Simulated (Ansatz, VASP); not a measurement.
## Sb in VASP and in Ansatz

```
Sb
1.0
     3.32820    0.00000    0.00000
    -1.66410    2.88231    0.00000
     0.00000    0.00000    4.94565
Sb
2
Direct
  0.33333 0.66667 0.25000
  0.66667 0.33333 0.75000
```

Alike in both runs: task single point; functional LDA; k mesh 15 × 15 × 8; occupations gaussian, width 0.1 eV; no spin polarisation.

|  | VASP | Ansatz |
| --- | --- | --- |
| version | VASP 6.6.1 | Ansatz 0.2.0 |
| potentials or method | VASP PAW LDA potentials, release 64 (Sb), cutoff 520 eV | scalar-relativistic, plane waves, PAW |
| valence electrons in the cell | 10 | 30 |

Ansatz gave:

| Item | Value |
| --- | --- |
| gap on the k mesh at the Fermi level (eV) | none |
| pressure (GPa) | 6.8 |
| traceless stress, the component that is largest in VASP (GPa) | -0.32 |

Task: Estimate VASP's values.

Result: gap on the k mesh at the Fermi level (eV): none; pressure (GPa): 7.0; traceless stress, the component that is largest in VASP (GPa): -0.27.

LDA's correlation is that of Perdew and Zunger in VASP and of Perdew and Wang (1992) in Ansatz. A gap of «none» marks a metal or a gap that the smearing closes. VASP's potentials hold 10 valence electrons a cell and Ansatz's 30, so a difference there can come from the potentials and not from the codes.

Spin-orbit coupling is off throughout.
